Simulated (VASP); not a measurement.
Wanted: the native input for a VASP 6.6.1 run.

```
Task                   : single point
Functional             : PBEsol
Potentials or basis    : VASP PAW PBE potentials, release 64 (Nb_sv, Au, O)
Cutoff                 : 520 eV
k mesh                 : 4 × 4 × 4
Occupations            : fermi-dirac, width 0.05 eV
Spin                   : no spin polarisation
Dipole correction      : no
Further INCAR settings : ALGO = Normal; EDIFF = 1e-06; NBANDS = 45
```

The structure of NbAu3O4 lies in POSCAR:

```
NbAu3O4
1.0
    4.9805644635      0.3390409984     -0.2010719922
    0.3222780874      4.5204320335     -0.8719735176
   -0.1980339871     -0.8711221714      6.4393600892
Nb Au O
1 3 4
Direct
   -0.0554753175     -0.0170795126     -0.0292304526
    0.1561637988      0.4338004402      0.4695927452
    0.7332447865      0.0311393595      0.4568525544
    0.4565060302      0.5478199584      0.1438451410
    0.1891034302      0.2578861275      0.1415729495
    0.7157895345      0.8362511377      0.1276531175
    0.1350026643      0.6516849882      0.7862754162
    0.7499058904      0.1501482026      0.7796310496
```

These files were run (other wordings do the same):

INCAR

```
SYSTEM = NbAu3O4
ALGO = Normal
EDIFF = 1E-6
ENCUT = 520
GGA = PS
ISIF = 2
ISMEAR = -1
LASPH = .TRUE.
LCHARG = .FALSE.
LREAL = .FALSE.
LWAVE = .FALSE.
NBANDS = 45
NELM = 100
PREC = Accurate
SIGMA = 0.05
```

KPOINTS

```
k-points
0
G
  4 4 4
  0 0 0
```

Potentials or basis: VASP PAW PBE potentials, release 64 (Nb_sv, Au, O).

Run with:

```sh
$ cat potpaw_PBE.64/Nb_sv/POTCAR potpaw_PBE.64/Au/POTCAR potpaw_PBE.64/O/POTCAR > POTCAR
$ mpirun -np 1 vasp_std > vasp.out
```

Results of the run:

The pressure is 0.0 GPa. The largest force is 0.051 eV/Å and the band gap on the k mesh is 1.02 eV (least direct gap 1.22 eV).

Caveat: the PAW data sets were made with another functional, which shifts forces and pressure a little; spin-orbit coupling is left out, which moves the levels of the heavy elements.

Wall time 4.6 min on 1 thread of Intel(R) Xeon(R) Platinum 8259CL CPU @ 2.50GHz (Skylake/Cascade Lake), on a shared host, peak memory 0.37 GiB.
